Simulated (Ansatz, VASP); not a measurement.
One calculation of Rh, two programs

INCAR

```
SYSTEM = Rh
  PREC = Accurate
  ENCUT = 520
  EDIFF = 1E-6
  ISMEAR = 0
  SIGMA = 0.15
  LREAL = .FALSE.
  LASPH = .TRUE.
  NELM = 80
  ALGO = Fast
  ISIF = 2
  LWAVE = .FALSE.
  LCHARG = .FALSE.
  GGA = PE
  NBANDS = 14
```

File KPOINTS:

```
regular mesh
0
G
  20 20 20
  0 0 0
```

POSCAR

```
Rh
1.0
   -0.1915052422      1.9150524221      1.9150524221
    1.9150524221     -0.1915052422      1.9150524221
    1.7235471799      1.7235471799      0.0000000000
Rh
1
Direct
    0.0000000000      0.0000000000      0.0000000000
```

Input for Ansatz:

```yaml
crystal:
  lattice:
    - [-0.1915052422, 1.9150524221, 1.9150524221]
    - [1.9150524221, -0.1915052422, 1.9150524221]
    - [1.7235471799, 1.7235471799, 0.0]
  atoms:
    - { symbol: Rh, position: [0.0, 0.0, 0.0] }
basis:
  ecutwfc: 420
kpoints:
  mp_grid: { grid: [20, 20, 20] }
hamiltonian:
  xc: pbe
  pseudopotentials: { kind: paw, azcp: { folder: soft_1 } }
scf:
  occupations: { method: gaussian, width: 0.15 }
output:
  forces: true
  stress: true
  eigenvalues: true
```

Change from the starting cell: engineering shear strain xy -0.2000, equal normal strain along x and y +0.0000.

Alike in both runs: task single point; functional PBE; k mesh 20 × 20 × 20; occupations gaussian, width 0.15 eV; no spin polarisation.

```csv
,VASP,Ansatz
version,VASP 6.6.1,Ansatz 0.2.0
potentials or method,"VASP PAW PBE potentials, release 64 (Rh_pv), cutoff 520 eV","scalar-relativistic, plane waves, PAW"
valence electrons in the cell,15,17
```

|  | VASP | Ansatz | Ansatz less VASP |
| --- | --- | --- | --- |
| gap on the k mesh at the Fermi level (eV) | none | none | - |
| pressure (GPa) | 13.8 | 13.8 | +0.03 |
| traceless stress, the component that is largest in VASP (GPa) | 36.58 | 36.44 | -0.134 |

A gap of «none» marks a metal or a gap that the smearing closes. VASP's potentials hold 15 valence electrons a cell and Ansatz's 17, so a difference there can come from the potentials and not from the codes.
